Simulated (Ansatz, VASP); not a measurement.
One calculation of SiC, two programs

POSCAR

```
SiC
1.0
    0.0000000000      2.1781402741      2.1781402741
    2.1781402741      0.0000000000      2.1781402741
    2.1781402741      2.1781402741      0.0000000000
Si C
1 1
Direct
    0.0000000000      0.0000000000      0.0000000000
    0.2500000000      0.2500000000      0.2500000000
```

File INCAR.step1:

```
SYSTEM = SiC
PREC     = Accurate       ! precision mode
ENCUT    = 520            ! plane-wave cutoff, eV
ISMEAR   = 0              ! smearing method
SIGMA    = 0.05           ! smearing width, eV
LREAL    = .False.        ! projectors in reciprocal space
LASPH    = .True.         ! aspherical terms in the spheres
NELM     = 80             ! most SCF steps
NBANDS   = 11             ! bands
GGA      = PE             ! functional
ALGO     = Normal         ! electronic algorithm
EDIFF    = 1E-4           ! SCF threshold, eV
LWAVE    = .True.         ! write WAVECAR
LCHARG   = .False.        ! write CHGCAR
```

Contents of INCAR.step2:

```
SYSTEM = SiC
PREC     = Accurate       ! precision mode
ENCUT    = 520            ! plane-wave cutoff, eV
EDIFF    = 1E-6           ! SCF threshold, eV
ISMEAR   = 0              ! smearing method
SIGMA    = 0.05           ! smearing width, eV
LREAL    = .False.        ! projectors in reciprocal space
LASPH    = .True.         ! aspherical terms in the spheres
NELM     = 80             ! most SCF steps
ALGO     = Normal         ! electronic algorithm
ISIF     = 2              ! what is computed and relaxed
LWAVE    = .False.        ! write WAVECAR
LCHARG   = .False.        ! write CHGCAR
METAGGA  = R2SCAN         ! meta-GGA
LMIXTAU  = .True.       
NBANDS   = 11             ! bands
ISTART   = 1
```

KPOINTS

```
Automatic mesh
0
Gamma
  10 10 10
  0 0 0
```

Input for Ansatz:

```yaml
crystal:
  lattice:
    - [0.0, 2.1781402741, 2.1781402741]
    - [2.1781402741, 0.0, 2.1781402741]
    - [2.1781402741, 2.1781402741, 0.0]
  atoms:
    - { symbol: Si, position: [0.0, 0.0, 0.0] }
    - { symbol: C, position: [0.25, 0.25, 0.25] }
basis:
  ecutwfc: 500
  ecutrho_ratio: 4
kpoints:
  mp_grid: { grid: [10, 10, 10] }
hamiltonian:
  xc: r2scan
scf:
  occupations: { method: gaussian, width: 0.05 }
output:
  forces: true
  stress: true
  eigenvalues: true
```

Alike in both runs: task single point; functional r2SCAN; k mesh 10 × 10 × 10; occupations gaussian, width 0.05 eV; no spin polarisation.

|  | VASP | Ansatz |
| --- | --- | --- |
| version | VASP 6.6.1 | Ansatz 0.2.0 |
| potentials or method | VASP PAW PBE potentials, release 64 (Si, C), cutoff 520 eV | scalar-relativistic, plane waves, PAW |
| valence electrons in the cell | 8 | 8 |

|  | VASP | Ansatz | Ansatz less VASP |
| --- | --- | --- | --- |
| gap on the k mesh at the Fermi level (eV) | 1.72 | 1.71 | -0.011 |
| least direct gap on the mesh (eV) | 5.06 | 5.05 | -0.013 |
| pressure (GPa) | -0.2 | 0.0 | +0.17 |

VASP's potentials were made for PBE, not for r2SCAN.
